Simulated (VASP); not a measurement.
A run of VASP 6.6.1:

Contents of POSCAR:

```
LiCl
1.0
    0.0000000000      2.5560252063      2.5560252063
    2.5560252063      0.0000000000      2.5560252063
    2.5560252063      2.5560252063      0.0000000000
Li Cl
1 1
Direct
    0.0000000000      0.0000000000      0.0000000000
    0.5000000000      0.5000000000      0.5000000000
```

INCAR.step1

```
SYSTEM = LiCl
ALGO = Normal
EDIFF = 1E-4
ENCUT = 520
GGA = PE
ISMEAR = 0
LASPH = .TRUE.
LCHARG = .FALSE.
LREAL = .FALSE.
LWAVE = .TRUE.
NBANDS = 12
NELM = 80
PREC = Accurate
SIGMA = 0.001
```

File INCAR.step2:

```
SYSTEM = LiCl
ALGO = Normal
EDIFF = 1E-6
ENCUT = 520
ISIF = 2
ISMEAR = 0
ISTART = 1
LASPH = .TRUE.
LCHARG = .FALSE.
LMIXTAU = .TRUE.
LREAL = .FALSE.
LWAVE = .FALSE.
METAGGA = R2SCAN
NBANDS = 12
NELM = 80
PREC = Accurate
SIGMA = 0.001
```

The input KPOINTS:

```
k-points
0
G
  6 6 6
  0 0 0
```

Potentials or basis: VASP PAW PBE potentials, release 64 (Li_sv, Cl).

Launch:

```sh
$ cat potpaw_PBE.64/Li_sv/POTCAR potpaw_PBE.64/Cl/POTCAR > POTCAR
$ cp INCAR.step1 INCAR
$ mpirun -np 1 vasp_std > vasp.out
$ cp INCAR.step2 INCAR
$ mpirun -np 1 vasp_std > vasp.out
```

Hardware: 1 thread of AMD EPYC 7R43 64-Core Processor (Zen 3), on a shared host.

Problem. How long does it take, and how much memory?

Solution. Run time: 48 s on 1 thread of AMD EPYC 7R43 64-Core Processor (Zen 3), with other jobs on the host, peak memory 0.12 GiB. Counts: k points 16.
